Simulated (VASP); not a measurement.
Set up this calculation in VASP 6.6.1, as the native input.

- Task: single point
- Functional: PBE
- Potentials or basis: VASP PAW PBE potentials, release 64 (Ba_sv, Te)
- Cutoff: 520 eV
- k mesh: 6 × 6 × 6
- Occupations: gaussian, width 0.01 eV
- Spin: no spin polarisation
- Dipole correction: no
- Further INCAR settings: ALGO = Normal; EDIFF = 1e-07; NBANDS = 15

The structure of BaTe lies in POSCAR:

```
BaTe
1.0
    0.0000000000      3.5333946272      3.5333946272
    3.5333946272      0.0000000000      3.5333946272
    3.5333946272      3.5333946272      0.0000000000
Ba Te
1 1
Direct
    0.0000000000      0.0000000000      0.0000000000
    0.5000000000      0.5000000000      0.5000000000
```

These files were run (other wordings do the same):

INCAR

```
SYSTEM = BaTe
ALGO     = Normal         ! electronic algorithm
EDIFF    = 1E-7           ! SCF threshold, eV
ENCUT    = 520            ! plane-wave cutoff, eV
GGA      = PE             ! functional
ISIF     = 2              ! what is computed and relaxed
ISMEAR   = 0              ! smearing method
LASPH    = .True.         ! aspherical terms in the spheres
LCHARG   = .False.        ! write CHGCAR
LREAL    = .False.        ! projectors in reciprocal space
LWAVE    = .False.        ! write WAVECAR
NBANDS   = 15             ! bands
NELM     = 100            ! most SCF steps
PREC     = Accurate       ! precision mode
SIGMA    = 0.01           ! smearing width, eV
```

KPOINTS

```
k-points
0
Gamma
  6 6 6
  0 0 0
```

Potentials or basis: VASP PAW PBE potentials, release 64 (Ba_sv, Te).

Launch:

```sh
$ cat potpaw_PBE.64/Ba_sv/POTCAR potpaw_PBE.64/Te/POTCAR > POTCAR
$ mpirun -np 1 vasp_std > vasp.out
```

Results of the run:

```yaml
Pressure: 0.3 GPa
Band_gap_on_the_k_mesh: 1.58 eV, indirect (least direct gap 1.96 eV)
```

Caveat: spin-orbit coupling is left out, which moves the levels of the heavy elements.

It took 20 s on 1 thread of AMD EPYC 9R45 96-Core Processor (Zen 5) (shared host), peak memory 0.2 GiB.
